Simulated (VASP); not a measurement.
# YAgC4N4 (P-43m) in VASP: single point with PBE

Aim: the single point of YAgC4N4 with PBE.

All numbers are computed with VASP 6.6.1; they aren't measurements. Logs are shortened: lines on timing, memory, paths and dates and some standing lists are left out, and cuts for length are marked.

## 1. The cell of the first run

It takes space group P-43m (No. 215, cubic). The conventional cell has a = 6.691 Å, b = 6.691 Å, c = 6.691 Å, α = 90.00°, β = 90.00°, γ = 90.00°. Within 3.2 Å of Y (site symmetry -43m) lie 4 C at 2.39 Å. Ag (site symmetry -43m) has 4 N at 2.24 Å within 3.0 Å. C (site symmetry 3m) has 1 N at 1.17 Å within 1.6 Å. N (site symmetry 3m) has 1 C at 1.17 Å within 1.6 Å.

## 2. Single point, PBE

Contents of INCAR:

```
PREC = Accurate
ENCUT = 700
EDIFF = 1E-6
ISMEAR = 0
SIGMA = 0.02
LREAL = F
LASPH = T
NELM = 120
ALGO = Normal
ISIF = 2
LWAVE = F
LCHARG = F
GGA = PE
NBANDS = 44
GGA_COMPAT = F
```

Contents of KPOINTS:

```
Automatic mesh
0
Gamma
  4 4 4
```

Contents of POSCAR:

```
YAgC4N4
1.0
    6.6906722140      0.0000000000      0.0000000000
    0.0000000000      6.6906722140      0.0000000000
    0.0000000000      0.0000000000      6.6906722140
Y Ag C N
1 1 4 4
Direct
    0.0000000000      0.0000000000      0.0000000000
    0.5000000000      0.5000000000      0.5000000000
    0.2058911738      0.2058911738      0.2058911738
    0.2058911738      0.7941088262      0.7941088262
    0.7941088262      0.2058911738      0.7941088262
    0.7941088262      0.7941088262      0.2058911738
    0.3066181801      0.3066181801      0.3066181801
    0.3066181801      0.6933818199      0.6933818199
    0.6933818199      0.3066181801      0.6933818199
    0.6933818199      0.6933818199      0.3066181801
```

Potentials or basis: VASP PAW PBE potentials, release 64 (Y_sv, Ag_sv_GW, C, N).

On the command line:

```console
$ cat potpaw_PBE.64/Y_sv/POTCAR potpaw_PBE.64/Ag_sv_GW/POTCAR potpaw_PBE.64/C/POTCAR potpaw_PBE.64/N/POTCAR > POTCAR
$ mpirun -np 1 vasp_std > vasp.out
```

OUTCAR:

```text
PREC = Accurate
   ENCUT = 700
   EDIFF = 1E-6
   ISMEAR = 0
   LREAL = F
   LASPH = T
   NELM = 120
   ISIF = 2
   GGA = PE

 ion  position               nearest neighbor table
   1  0.000  0.000  0.000-   3 2.39   4 2.39   5 2.39   6 2.39
   2  0.500  0.500  0.500-
   3  0.206  0.206  0.206-   7 1.17   1 2.39
   4  0.206  0.794  0.794-   8 1.17   1 2.39
   5  0.794  0.206  0.794-   9 1.17   1 2.39
   6  0.794  0.794  0.206-  10 1.17   1 2.39
   7  0.307  0.307  0.307-   3 1.17
   8  0.307  0.693  0.693-   4 1.17
   9  0.693  0.307  0.693-   5 1.17
  10  0.693  0.693  0.307-   6 1.17

  LATTYP: Found a simple cubic cell.
 ALAT       =     6.6906722140

  Lattice vectors:

 A1 = (   6.6906722140,   0.0000000000,   0.0000000000)
 A2 = (   0.0000000000,   6.6906722140,   0.0000000000)
 A3 = (   0.0000000000,   0.0000000000,   6.6906722140)

Analysis of symmetry for initial positions (statically):
=====================================================================
 Subroutine PRICEL returns:
 Original cell was already a primitive cell.

 Routine SETGRP: Setting up the symmetry group for a
 simple cubic supercell.

 Subroutine GETGRP returns: Found 24 space group operations
 (whereof 24 operations were pure point group operations)
 out of a pool of 48 trial point group operations.

The static configuration has the point symmetry T_d .

Analysis of symmetry for dynamics (positions and initial velocities):
=====================================================================
 Subroutine PRICEL returns:
 Original cell was already a primitive cell.

 Routine SETGRP: Setting up the symmetry group for a
 simple cubic supercell.

 Subroutine GETGRP returns: Found 24 space group operations
 (whereof 24 operations were pure point group operations)
 out of a pool of 48 trial point group operations.

The dynamic configuration has the point symmetry T_d .

 Subroutine INISYM returns: Found 24 space group operations
 (whereof 24 operations are pure point group operations),
 and found     1 'primitive' translations

----------------------------------------------------------------------------------------

                                     Primitive cell

  volume of cell :     299.5086

  direct lattice vectors                    reciprocal lattice vectors
     6.690672214  0.000000000  0.000000000     0.149461813  0.000000000  0.000000000
     0.000000000  6.690672214  0.000000000     0.000000000  0.149461813  0.000000000
     0.000000000  0.000000000  6.690672214     0.000000000  0.000000000  0.149461813

  length of vectors
     6.690672214  6.690672214  6.690672214     0.149461813  0.149461813  0.149461813

  position of ions in fractional coordinates (direct lattice)
     0.000000000  0.000000000  0.000000000
     0.500000000  0.500000000  0.500000000
     0.205891174  0.205891174  0.205891174
     0.205891174  0.794108826  0.794108826
     0.794108826  0.205891174  0.794108826
     0.794108826  0.794108826  0.205891174
     0.306618180  0.306618180  0.306618180
     0.306618180  0.693381820  0.693381820
     0.693381820  0.306618180  0.693381820
     0.693381820  0.693381820  0.306618180

  ion indices of the primitive-cell ions
   primitive index   ion index
                 1           1
                 2           2
                 3           3
                 4           4
                 5           5
                 6           6
                 7           7
                 8           8
                 9           9
                10          10

----------------------------------------------------------------------------------------

 KPOINTS: Automatic mesh

Automatic generation of k-mesh.
 Grid dimensions read from file:
 generate k-points for:    4    4    4

 Generating k-lattice:

  Cartesian coordinates                     Fractional coordinates (reciprocal lattice)
     0.037365453  0.000000000  0.000000000     0.250000000  0.000000000  0.000000000
     0.000000000  0.037365453  0.000000000     0.000000000  0.250000000  0.000000000
     0.000000000  0.000000000  0.037365453     0.000000000  0.000000000  0.250000000

  Length of vectors
     0.037365453  0.037365453  0.037365453

  Shift w.r.t. Gamma in fractional coordinates (k-lattice)
     0.000000000  0.000000000  0.000000000

 Subroutine IBZKPT returns following result:
 ===========================================

 Found     10 irreducible k-points:

 Following reciprocal coordinates:
            Coordinates               Weight
  0.000000  0.000000  0.000000      1.000000
  0.250000  0.000000  0.000000      6.000000
  0.500000  0.000000  0.000000      3.000000
  0.250000  0.250000  0.000000     12.000000
  0.500000  0.250000  0.000000     12.000000
  0.500000  0.500000  0.000000      3.000000
  0.250000  0.250000  0.250000      8.000000
  0.500000  0.250000  0.250000     12.000000
  0.500000  0.500000  0.250000      6.000000
  0.500000  0.500000  0.500000      1.000000
   k-points           NKPTS =     10   k-points in BZ     NKDIM =     10   number of bands    NBANDS=     44
   number of dos      NEDOS =    301   number of ions     NIONS =     10
   total plane-waves  NPLWV = 216000
   dimension x,y,z NGX =    60 NGY =   60 NGZ =   60
   dimension x,y,z NGXF=   120 NGYF=  120 NGZF=  120
   ions per type =               1   1   4   4
   NGX,Y,Z   is equivalent  to a cutoff of  14.91, 14.91, 14.91 a.u.
   NGXF,Y,Z  is equivalent  to a cutoff of  29.82, 29.82, 29.82 a.u.
 SYSTEM =  unknown system
   PREC   = accura    normal or accurate (medium, high low for compatibility)
   ISTART =      0    job   : 0-new  1-cont  2-samecut
   ICHARG =      2    charge: 1-file 2-atom 10-const
   ISPIN  =      1    spin polarized calculation?
   LNONCOLLINEAR =      F non collinear calculations
   LSORBIT =      F    spin-orbit coupling
   LASPH  =      T    aspherical Exc in radial PAW
   ENCUT  =  700.0 eV  51.45 Ry    7.17 a.u.  14.43 14.43 14.43*2*pi/ulx,y,z
   NELM   =    120;   NELMIN=  2; NELMDL= -5     # of ELM steps
   EDIFF  = 0.1E-05   stopping-criterion for ELM
   LREAL  =      F    real-space projection
   EDIFFG = 0.1E-04   stopping-criterion for IOM
   NSW    =      0    number of steps for IOM
   IBRION =     -1    ionic relax: 0-MD 1-quasi-New 2-CG
   NFREE  =      0    steps in history (QN), initial steepest desc. (CG)
   ISIF   =      2    stress and relaxation
   ISYM   =      2    0-nonsym 1-usesym 2-fastsym
   POTIM  = 0.5000    time-step for ionic-motion
   TEBEG  =    0.0;   TEEND  =   0.0 temperature during run
   PSTRESS=    0.0 pullay stress
   NELECT =      66.0000    total number of electrons
   NUPDOWN=      -1.0000    fix difference up-down
   EMIN   =  10.00;   EMAX   =-10.00  energy-range for DOS
   EFERMI =   0.00;   METHOD = LEGACY
   ISMEAR =     0;   SIGMA  =   0.02  broadening in eV -4-tet -1-fermi 0-gaus
   EFERMI_NEDOS =   21; number of points for ismear=-14 and -15
   IALGO  =     38    algorithm
   IMIX   =      4    mixing-type and parameters
     AMIX     =   0.40;   BMIX     =  1.00
     AMIX_MAG =   1.60;   BMIX_MAG =  1.00
  volume/ion in A,a.u.               =      29.95       202.12
  Fermi-wavevector in a.u.,A,eV,Ry     =   0.988826  1.868610 13.303452  0.977776
  Thomas-Fermi vector in A             =   2.120380
   LORBIT       =      0    0 simple, 1 ext, 2 COOP (PROOUT), +10 PAW based schemes
   GGA     = PE    functional components
   LHFCALC =     F    Hartree Fock is set to
   AEXX    =    0.0000 exact exchange contribution
   IVDW    =     0    specifies the selected vdW correction
   LEPSILON=     F    determine dielectric tensor
   LRPA    =     F    only Hartree local field effects (RPA)
 non-spin polarized calculation
 Gauss-broadening in eV      SIGMA  =   0.02
  energy-cutoff  :      700.00
  volume of cell :      299.51
 maximum number of plane-waves:     12668
 NGX is ok and might be reduce to    60
   NGX = 29   NGY = 29   NGZ = 29

 number of electron      65.9999989 magnetization

 Free energy of the ion-electron system (eV)
  ---------------------------------------------------
  ext. energy  EPLUGINS =         0.00000000
  ---------------------------------------------------
  free energy    TOTEN  =       -74.81078091 eV

  energy without entropy =      -74.81078091  energy(sigma->0) =      -74.81078091

 E-fermi :  -2.6188     XC(G=0):  -6.0378

 val. band max:       -2.7551594994   @ k =   0.5000   0.5000   0.5000
 cond. band min:      -0.0408395098   @ k =   0.5000   0.5000   0.0000
 fundamental gap:      2.7143199896
 Fermi energy:        -2.6187665251

 k-point     1 :       0.0000    0.0000    0.0000
  band No.  band energies     occupation
      1     -91.4738      2.00000
      2     -54.9802      2.00000
      3     -54.9802      2.00000
      4     -54.9802      2.00000
      5     -44.9394      2.00000
      6     -24.9330      2.00000
[... 36 lines left out ...]
     43       4.1558      0.00000
     44       4.3612      0.00000

 k-point     2 :       0.2500    0.0000    0.0000
  band No.  band energies     occupation
      1     -91.4738      2.00000
      2     -54.9802      2.00000
      3     -54.9802      2.00000
      4     -54.9802      2.00000
      5     -44.9394      2.00000
      6     -24.9331      2.00000
[... 36 lines left out ...]
     43       4.0155      0.00000
     44       4.2256      0.00000

 k-point     3 :       0.5000    0.0000    0.0000
  band No.  band energies     occupation
      1     -91.4738      2.00000
      2     -54.9802      2.00000
      3     -54.9802      2.00000
      4     -54.9802      2.00000
      5     -44.9394      2.00000
      6     -24.9331      2.00000
[... 36 lines left out ...]
     43       3.5864      0.00000
     44       4.2179      0.00000

 k-point     4 :       0.2500    0.2500    0.0000
  band No.  band energies     occupation
      1     -91.4738      2.00000
      2     -54.9802      2.00000
      3     -54.9802      2.00000
      4     -54.9802      2.00000
      5     -44.9394      2.00000
      6     -24.9331      2.00000
[... 36 lines left out ...]
     43       3.9906      0.00000
     44       4.1956      0.00000

 k-point     5 :       0.5000    0.2500    0.0000
  band No.  band energies     occupation
      1     -91.4738      2.00000
      2     -54.9802      2.00000
      3     -54.9802      2.00000
      4     -54.9802      2.00000
      5     -44.9394      2.00000
      6     -24.9331      2.00000
[... 36 lines left out ...]
     43       3.6040      0.00000
     44       4.0909      0.00000

 k-point     6 :       0.5000    0.5000    0.0000
  band No.  band energies     occupation
      1     -91.4738      2.00000
      2     -54.9802      2.00000
      3     -54.9802      2.00000
      4     -54.9802      2.00000
      5     -44.9394      2.00000
      6     -24.9331      2.00000
[... 36 lines left out ...]
     43       3.9004      0.00000
     44       4.0045      0.00000

 k-point     7 :       0.2500    0.2500    0.2500
  band No.  band energies     occupation
      1     -91.4738      2.00000
      2     -54.9802      2.00000
      3     -54.9802      2.00000
      4     -54.9802      2.00000
      5     -44.9394      2.00000
      6     -24.9331      2.00000
[... 36 lines left out ...]
     43       4.0564      0.00000
     44       4.1594      0.00000

 k-point     8 :       0.5000    0.2500    0.2500
  band No.  band energies     occupation
      1     -91.4738      2.00000
      2     -54.9802      2.00000
      3     -54.9802      2.00000
      4     -54.9802      2.00000
      5     -44.9394      2.00000
      6     -24.9331      2.00000
[... 36 lines left out ...]
     43       3.7771      0.00000
     44       4.2279      0.00000

 k-point     9 :       0.5000    0.5000    0.2500
  band No.  band energies     occupation
      1     -91.4738      2.00000
      2     -54.9802      2.00000
      3     -54.9802      2.00000
      4     -54.9802      2.00000
      5     -44.9394      2.00000
      6     -24.9331      2.00000
[... 36 lines left out ...]
     43       4.0010      0.00000
     44       4.0137      0.00000

 k-point    10 :       0.5000    0.5000    0.5000
  band No.  band energies     occupation
      1     -91.4738      2.00000
      2     -54.9802      2.00000
      3     -54.9802      2.00000
      4     -54.9802      2.00000
      5     -44.9394      2.00000
      6     -24.9331      2.00000
[... 36 lines left out ...]
     43       3.9915      0.00000
     44       3.9916      0.00000

------------------------ aborting loop because EDIFF is reached ----------------------------------------

  FORCE on cell =-STRESS in cart. coord.  units (eV):
  Direction    XX          YY          ZZ          XY          YZ          ZX
  --------------------------------------------------------------------------------------
  -------------------------------------------------------------------------------------
  Total        0.3529967      0.3529967      0.3529967      0.0000000      0.0000000      0.0000000
  in kB        1.8883044      1.8883044      1.8883044      0.0000000      0.0000000      0.0000000
  external PRESSURE =       1.8883044 kB  Pullay stress =       0.0000000 kB

 VOLUME and BASIS-vectors are now :
 -----------------------------------------------------------------------------
  energy-cutoff  :      700.00
  volume of cell :      299.51
      direct lattice vectors                 reciprocal lattice vectors
     6.690672214  0.000000000  0.000000000     0.149461813  0.000000000  0.000000000
     0.000000000  6.690672214  0.000000000     0.000000000  0.149461813  0.000000000
     0.000000000  0.000000000  6.690672214     0.000000000  0.000000000  0.149461813

 POSITION                                       TOTAL-FORCE (eV/Angst)
 -----------------------------------------------------------------------------------
      0.00000      0.00000      0.00000        -0.000000      0.000000     -0.000000
      3.34534      3.34534      3.34534        -0.000000      0.000000     -0.000000
      1.37755      1.37755      1.37755        -0.226006     -0.226006     -0.226006
      1.37755      5.31312      5.31312        -0.226006      0.226006      0.226006
      5.31312      1.37755      5.31312         0.226006     -0.226006      0.226006
      5.31312      5.31312      1.37755         0.226006      0.226006     -0.226006
      2.05148      2.05148      2.05148         0.229653      0.229653      0.229653
      2.05148      4.63919      4.63919         0.229653     -0.229653     -0.229653
      4.63919      2.05148      4.63919        -0.229653      0.229653     -0.229653
      4.63919      4.63919      2.05148        -0.229653     -0.229653      0.229653
 -----------------------------------------------------------------------------------
    total drift:                                0.000000      0.000000     -0.000000

  FREE ENERGIE OF THE ION-ELECTRON SYSTEM (eV)
  ---------------------------------------------------
  free  energy   TOTEN  =       -74.8107809112 eV

  energy  without entropy=      -74.8107809112  energy(sigma->0) =      -74.81078091
```

Wall time 3.6 min (1 thread of Intel Xeon 6975P-C (Granite Rapids), shared host); peak memory 0.67 GiB.

Results:

| Item | Value |
| --- | --- |
| Free energy | -74.8108 eV |
| Pressure | 0.2 GPa |
| Largest force | 0.398 eV/Å |
| Band gap on the k mesh | 2.71 eV (least direct gap 2.73 eV) |

Forces on the atoms (eV/Å):
```
Y    0.000  0.000  0.000
Ag   0.000  0.000  0.000
C   -0.226 -0.226 -0.226
C   -0.226  0.226  0.226
C    0.226 -0.226  0.226
C    0.226  0.226 -0.226
N    0.230  0.230  0.230
N    0.230 -0.230 -0.230
N   -0.230  0.230 -0.230
N   -0.230 -0.230  0.230
```

Levels at points of the mesh, in eV from the valence-band top:
| k point | band 31 | band 32 | band 33 | band 34 | band 35 | band 36 |
| --- | --- | --- | --- | --- | --- | --- |
| (0.00, 0.00, 0.00) | -0.01 | -0.01 | -0.01 | 2.76 | 2.76 | 3.33 |
| (0.50, 0.00, 0.00) | -0.06 | -0.03 | -0.03 | 2.72 | 2.74 | 3.36 |
| (0.50, 0.50, 0.00) | -0.06 | -0.01 | -0.01 | 2.71 | 2.79 | 3.48 |
| (0.50, 0.50, 0.50) | 0.00 | 0.00 | 0.00 | 2.81 | 2.81 | 3.48 |
